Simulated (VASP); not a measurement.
# AgCl (P1) in VASP: single point with PBE

Aim: the single point of AgCl with PBE.

All numbers are computed with VASP 6.6.1; they aren't measurements. Logs are shortened: lines on timing, memory, paths and dates and some standing lists are left out, and cuts for length are marked.

### Step 1. The cell of the first run

The typed cell holds 2 atoms: a = 4.047 Å, b = 4.084 Å, c = 4.055 Å, α = 59.87°, β = 60.08°, γ = 59.89°.

### Step 2. Single point, PBE (atoms moved at random and the cell strained at random)

The input, INCAR:

```
SYSTEM = AgCl
PREC = Accurate
ENCUT = 520
EDIFF = 1E-6
ISMEAR = 0
SIGMA = 0.02
LREAL = .FALSE.
LASPH = .TRUE.
NELM = 80
ALGO = Normal
ISIF = 2
LWAVE = .FALSE.
LCHARG = .TRUE.
GGA = PE
LELF = .TRUE.
LVHAR = .TRUE.
NBANDS = 16
```

The input, KPOINTS:

```
Automatic mesh
0
G
  8 8 8
  0 0 0
```

The input, POSCAR:

```
AgCl
1.0
    0.0086799595      2.8519351915      2.8709035375
    2.8897886890     -0.0065723655      2.8861558625
    2.8785019685      2.8559007960      0.0047143550
Ag Cl
1 1
Direct
    0.5060598958      0.4713412545      0.5414023764
   -0.0060598958      0.0286587455     -0.0414023764
```

Potentials or basis: VASP PAW PBE potentials, release 64 (Ag, Cl).

The run is started by

```
> cat potpaw_PBE.64/Ag/POTCAR potpaw_PBE.64/Cl/POTCAR > POTCAR
> mpirun -np 1 vasp_std > vasp.out
```

OUTCAR:

```text
SYSTEM = AgCl
   PREC = Accurate
   ENCUT = 520
   EDIFF = 1E-6
   ISMEAR = 0
   LREAL = .FALSE.
   LASPH = .TRUE.
   NELM = 80
   ISIF = 2
   GGA = PE

 ion  position               nearest neighbor table
   1  0.506  0.471  0.541-   2 2.59   2 2.76   2 2.82   2 2.97   2 3.02   2 3.13
   2  0.994  0.029  0.959-   1 2.59   1 2.76   1 2.82   1 2.97   1 3.02   1 3.13

  LATTYP: Found a triclinic cell.
 ALAT       =     7.0249167314
 B/A-ratio  =     0.5773698561
 C/A-ratio  =     0.5813899029
 COS(alpha) =     0.0012607186
 COS(beta)  =     0.2931026104
 COS(gamma) =     0.8656248602

  Lattice vectors:

 A1 = (   5.7509307385,  -2.8545419525,  -2.8509368575)
 A2 = (   2.8698220090,   0.0039656045,  -2.8661891825)
 A3 = (   2.8897886890,  -0.0065723655,   2.8861558625)

Analysis of symmetry for initial positions (statically):
=====================================================================
 Subroutine PRICEL returns:
 Original cell was already a primitive cell.

 Routine SETGRP: Setting up the symmetry group for a
 triclinic supercell.

 Subroutine GETGRP returns: Found  1 space group operations
 (whereof  1 operations were pure point group operations)
 out of a pool of  2 trial point group operations.

The static configuration has the point symmetry C_1 .

Analysis of symmetry for dynamics (positions and initial velocities):
=====================================================================
 Subroutine PRICEL returns:
 Original cell was already a primitive cell.

 Routine SETGRP: Setting up the symmetry group for a
 triclinic supercell.

 Subroutine GETGRP returns: Found  1 space group operations
 (whereof  1 operations were pure point group operations)
 out of a pool of  2 trial point group operations.

The dynamic configuration has the point symmetry C_1 .

 Subroutine INISYM returns: Found  1 space group operations
 (whereof  1 operations are pure point group operations),
 and found     1 'primitive' translations

----------------------------------------------------------------------------------------

                                     Primitive cell

  volume of cell :      47.3307

  direct lattice vectors                    reciprocal lattice vectors
     0.008679960  2.851935191  2.870903537    -0.174149396  0.175239092  0.174767654
     2.889788689 -0.006572365  2.886155862     0.172944360 -0.174598465  0.172921992
     2.878501969  2.855900796  0.004714355     0.174305580  0.174754649 -0.174127028

  length of vectors
     4.046689610  4.084215656  4.054869315     0.302622677  0.300493579  0.302062650

  position of ions in fractional coordinates (direct lattice)
     0.506059896  0.471341254  0.541402376
     0.993940104  0.028658746  0.958597624

  ion indices of the primitive-cell ions
   primitive index   ion index
                 1           1
                 2           2

----------------------------------------------------------------------------------------

 KPOINTS: Automatic mesh

Automatic generation of k-mesh.
 Grid dimensions read from file:
 generate k-points for:    8    8    8

 Generating k-lattice:

  Cartesian coordinates                     Fractional coordinates (reciprocal lattice)
    -0.021768674  0.021904886  0.021845957     0.125000000  0.000000000  0.000000000
     0.021618045 -0.021824808  0.021615249     0.000000000  0.125000000  0.000000000
     0.021788197  0.021844331 -0.021765878    -0.000000000 -0.000000000  0.125000000

  Length of vectors
     0.037827835  0.037561697  0.037757831

  Shift w.r.t. Gamma in fractional coordinates (k-lattice)
     0.000000000  0.000000000  0.000000000

 Subroutine IBZKPT returns following result:
 ===========================================

 Found    260 irreducible k-points:

 Following reciprocal coordinates:
            Coordinates               Weight
  0.000000  0.000000  0.000000      1.000000
  0.125000  0.000000 -0.000000      2.000000
  0.250000  0.000000 -0.000000      2.000000
  0.375000  0.000000 -0.000000      2.000000
  0.500000  0.000000 -0.000000      1.000000
  0.000000  0.125000  0.000000      2.000000
[... 16 lines left out ...]
  0.125000  0.375000  0.000000      2.000000
  0.250000  0.375000  0.000000      2.000000
 [... further k-points ...]
   k-points           NKPTS =    260   k-points in BZ     NKDIM =    260   number of bands    NBANDS=     16
   number of dos      NEDOS =    301   number of ions     NIONS =      2
   total plane-waves  NPLWV =  27000
   dimension x,y,z NGX =    30 NGY =   30 NGZ =   30
   dimension x,y,z NGXF=    60 NGYF=   60 NGZF=   60
   ions per type =               1   1
   NGX,Y,Z   is equivalent  to a cutoff of  12.32, 12.21, 12.30 a.u.
   NGXF,Y,Z  is equivalent  to a cutoff of  24.65, 24.42, 24.60 a.u.
 SYSTEM =  AgCl
   PREC   = accura    normal or accurate (medium, high low for compatibility)
   ISTART =      0    job   : 0-new  1-cont  2-samecut
   ICHARG =      2    charge: 1-file 2-atom 10-const
   ISPIN  =      1    spin polarized calculation?
   LNONCOLLINEAR =      F non collinear calculations
   LSORBIT =      F    spin-orbit coupling
   LASPH  =      T    aspherical Exc in radial PAW
   ENCUT  =  520.0 eV  38.22 Ry    6.18 a.u.   7.52  7.59  7.54*2*pi/ulx,y,z
   NELM   =     80;   NELMIN=  2; NELMDL= -5     # of ELM steps
   EDIFF  = 0.1E-05   stopping-criterion for ELM
   LREAL  =      F    real-space projection
   EDIFFG = 0.1E-04   stopping-criterion for IOM
   NSW    =      0    number of steps for IOM
   IBRION =     -1    ionic relax: 0-MD 1-quasi-New 2-CG
   NFREE  =      0    steps in history (QN), initial steepest desc. (CG)
   ISIF   =      2    stress and relaxation
   ISYM   =      2    0-nonsym 1-usesym 2-fastsym
   POTIM  = 0.5000    time-step for ionic-motion
   TEBEG  =    0.0;   TEEND  =   0.0 temperature during run
   PSTRESS=    0.0 pullay stress
   NELECT =      18.0000    total number of electrons
   NUPDOWN=      -1.0000    fix difference up-down
   EMIN   =  10.00;   EMAX   =-10.00  energy-range for DOS
   EFERMI =   0.00;   METHOD = LEGACY
   ISMEAR =     0;   SIGMA  =   0.02  broadening in eV -4-tet -1-fermi 0-gaus
   EFERMI_NEDOS =   21; number of points for ismear=-14 and -15
   IALGO  =     38    algorithm
   IMIX   =      4    mixing-type and parameters
     AMIX     =   0.40;   BMIX     =  1.00
     AMIX_MAG =   1.60;   BMIX_MAG =  1.00
  volume/ion in A,a.u.               =      23.67       159.70
  Fermi-wavevector in a.u.,A,eV,Ry     =   1.186091  2.241388 19.140849  1.406813
  Thomas-Fermi vector in A             =   2.322271
   LORBIT       =      0    0 simple, 1 ext, 2 COOP (PROOUT), +10 PAW based schemes
   GGA     = PE    functional components
   LHFCALC =     F    Hartree Fock is set to
   AEXX    =    0.0000 exact exchange contribution
   IVDW    =     0    specifies the selected vdW correction
   LEPSILON=     F    determine dielectric tensor
   LRPA    =     F    only Hartree local field effects (RPA)
 non-spin polarized calculation
 Gauss-broadening in eV      SIGMA  =   0.02
  energy-cutoff  :      520.00
  volume of cell :       47.33
 maximum number of plane-waves:      1292
   NGX = 15   NGY = 15   NGZ = 15

 number of electron      18.0000000 magnetization

 Free energy of the ion-electron system (eV)
  ---------------------------------------------------
  ext. energy  EPLUGINS =         0.00000000
  ---------------------------------------------------
  free energy    TOTEN  =        -5.35132253 eV

  energy without entropy =       -5.35132253  energy(sigma->0) =       -5.35132253

 E-fermi :   2.8296     XC(G=0):  -9.4106

 val. band max:        2.6628846948   @ k =  -0.0000  -0.0000   0.5000
 cond. band min:       3.5772492110   @ k =   0.0000   0.0000   0.0000
 fundamental gap:      0.9143645162
 Fermi energy:         2.8295924723

 k-point     1 :       0.0000    0.0000    0.0000
  band No.  band energies     occupation
      1     -11.9747      2.00000
      2      -0.3467      2.00000
      3      -0.0580      2.00000
      4       0.0410      2.00000
      5       0.4993      2.00000
      6       0.5167      2.00000
[... 8 lines left out ...]
     15      15.1953      0.00000
     16      15.3986      0.00000

 k-point     2 :       0.1250    0.0000   -0.0000
  band No.  band energies     occupation
      1     -11.9308      2.00000
      2      -0.6440      2.00000
      3      -0.2306      2.00000
      4       0.0054      2.00000
      5       0.4857      2.00000
      6       0.5028      2.00000
[... 8 lines left out ...]
     15      14.5487      0.00000
     16      15.1962      0.00000

 k-point     3 :       0.2500    0.0000   -0.0000
  band No.  band energies     occupation
      1     -11.8214      2.00000
      2      -1.1906      2.00000
      3      -0.5779      2.00000
      4      -0.4450      2.00000
      5       0.5565      2.00000
      6       0.5857      2.00000
[... 8 lines left out ...]
     15      14.8056      0.00000
     16      15.1419      0.00000

 k-point     4 :       0.3750    0.0000   -0.0000
  band No.  band energies     occupation
      1     -11.7071      2.00000
      2      -1.6955      2.00000
      3      -0.8438      2.00000
      4      -0.8134      2.00000
      5       0.6868      2.00000
      6       0.6992      2.00000
[... 8 lines left out ...]
     15      15.7170      0.00000
     16      15.8059      0.00000

 k-point     5 :       0.5000    0.0000   -0.0000
  band No.  band energies     occupation
      1     -11.6583      2.00000
      2      -1.8967      2.00000
      3      -0.9435      2.00000
      4      -0.9308      2.00000
      5       0.7422      2.00000
      6       0.7502      2.00000
[... 8 lines left out ...]
     15      16.3961      0.00000
     16      16.5060      0.00000

 k-point     6 :       0.0000    0.1250    0.0000
  band No.  band energies     occupation
      1     -11.9319      2.00000
      2      -0.5989      2.00000
      3      -0.3227      2.00000
      4      -0.0243      2.00000
      5       0.5065      2.00000
      6       0.5334      2.00000
[... 8 lines left out ...]
     15      14.5985      0.00000
     16      15.2278      0.00000

 k-point     7 :       0.1250    0.1250    0.0000
  band No.  band energies     occupation
      1     -11.9189      2.00000
      2      -0.6952      2.00000
      3      -0.2555      2.00000
      4      -0.0627      2.00000
      5       0.5038      2.00000
      6       0.5259      2.00000
[... 8 lines left out ...]
     15      15.7732      0.00000
     16      16.4945      0.00000

 k-point     8 :       0.2500    0.1250   -0.0000
  band No.  band energies     occupation
      1     -11.8350      2.00000
      2      -1.0913      2.00000
      3      -0.5199      2.00000
      4      -0.2013      2.00000
      5       0.4694      2.00000
      6       0.5802      2.00000
[... 8 lines left out ...]
     15      15.7629      0.00000
     16      16.1644      0.00000

 k-point     9 :       0.3750    0.1250   -0.0000
  band No.  band energies     occupation
      1     -11.7256      2.00000
      2      -1.4953      2.00000
      3      -0.8392      2.00000
      4      -0.5718      2.00000
      5       0.5565      2.00000
      6       0.7020      2.00000
[... 8 lines left out ...]
     15      16.0823      0.00000
     16      16.3766      0.00000
[... 172 lines left out ...]
 k-point    19 :      -0.3750    0.2500    0.0000
  band No.  band energies     occupation
      1     -11.6357      2.00000
      2      -1.5209      2.00000
      3      -0.8910      2.00000
      4      -0.7865      2.00000
      5       0.6782      2.00000
      6       0.7513      2.00000
[... 8 lines left out ...]
     15      15.6534      0.00000
     16      17.7257      0.00000

 k-point    20 :      -0.2500    0.2500    0.0000
  band No.  band energies     occupation
      1     -11.6832      2.00000
      2      -1.5531      2.00000
      3      -0.9108      2.00000
      4      -0.6238      2.00000
      5       0.6715      2.00000
      6       0.7307      2.00000
[... 8 lines left out ...]
     15      16.6560      0.00000
     16      17.8189      0.00000

 k-point    21 :      -0.1250    0.2500    0.0000
  band No.  band energies     occupation
      1     -11.7620      2.00000
      2      -1.4107      2.00000
      3      -0.8164      2.00000
      4      -0.5259      2.00000
      5       0.6149      2.00000
      6       0.6880      2.00000
[... 8 lines left out ...]
     15      16.0847      0.00000
     16      16.2176      0.00000

 k-point    22 :       0.0000    0.3750    0.0000
  band No.  band energies     occupation
      1     -11.7141      2.00000
      2      -1.6790      2.00000
      3      -0.9847      2.00000
      4      -0.7660      2.00000
      5       0.6992      2.00000
      6       0.7114      2.00000
[... 8 lines left out ...]
     15      15.6683      0.00000
     16      15.8742      0.00000

 k-point    23 :       0.1250    0.3750    0.0000
  band No.  band energies     occupation
      1     -11.7313      2.00000
      2      -1.4727      2.00000
      3      -0.9423      2.00000
      4      -0.5617      2.00000
      5       0.5624      2.00000
      6       0.7289      2.00000
[... 8 lines left out ...]
     15      16.1705      0.00000
     16      16.3740      0.00000

 k-point    24 :       0.2500    0.3750    0.0000
  band No.  band energies     occupation
      1     -11.7173      2.00000
      2      -1.3237      2.00000
      3      -0.7262      2.00000
      4      -0.3033      2.00000
      5       0.4668      2.00000
      6       0.7403      2.00000
[... 8 lines left out ...]
     15      16.9373      0.00000
     16      17.7423      0.00000

 [... further k-points ...]
[... 5 lines left out ...]
  --------------------------------------------------------------------------------------
  -------------------------------------------------------------------------------------
  Total       -0.6330041     -0.0358385     -0.5534794     -0.0384975      0.0847820     -0.0026331
  in kB      -21.4276495     -1.2131601    -18.7356801     -1.3031693      2.8699330     -0.0891338
  external PRESSURE =     -13.7921632 kB  Pullay stress =       0.0000000 kB

 VOLUME and BASIS-vectors are now :
 -----------------------------------------------------------------------------
  energy-cutoff  :      520.00
  volume of cell :       47.33
      direct lattice vectors                 reciprocal lattice vectors
     0.008679960  2.851935191  2.870903537    -0.174149396  0.175239092  0.174767654
     2.889788689 -0.006572365  2.886155862     0.172944360 -0.174598465  0.172921992
     2.878501969  2.855900796  0.004714355     0.174305580  0.174754649 -0.174127028

 POSITION                                       TOTAL-FORCE (eV/Angst)
 -----------------------------------------------------------------------------------
      2.92490      2.98634      2.81577        -0.003161     -0.210816      0.021690
      2.85077      5.57212      2.94074         0.003161      0.210816     -0.021690
 -----------------------------------------------------------------------------------
    total drift:                               -0.000232     -0.000246      0.000083

  FREE ENERGIE OF THE ION-ELECTRON SYSTEM (eV)
  ---------------------------------------------------
  free  energy   TOTEN  =        -5.3513225278 eV

  energy  without entropy=       -5.3513225278  energy(sigma->0) =       -5.35132253
```

It took 76 s on 1 thread of Intel Xeon 6975P-C (Granite Rapids), shared host; peak memory 0.31 GiB.

Results:

```yaml
Free_energy: -5.3513 eV
Pressure: -1.4 GPa
Largest_force: 0.212 eV/Å
Band_gap_on_the_k_mesh: 0.91 eV, indirect (least direct gap 2.10 eV)
```

Forces in eV/Å, atoms in the order of the input:
```
Ag  -0.003 -0.211  0.022
Cl   0.003  0.211 -0.022
```

Caveat: the cell differs from its parent crystal (atoms moved at random and the cell strained at random). A k mesh can miss the band edges.
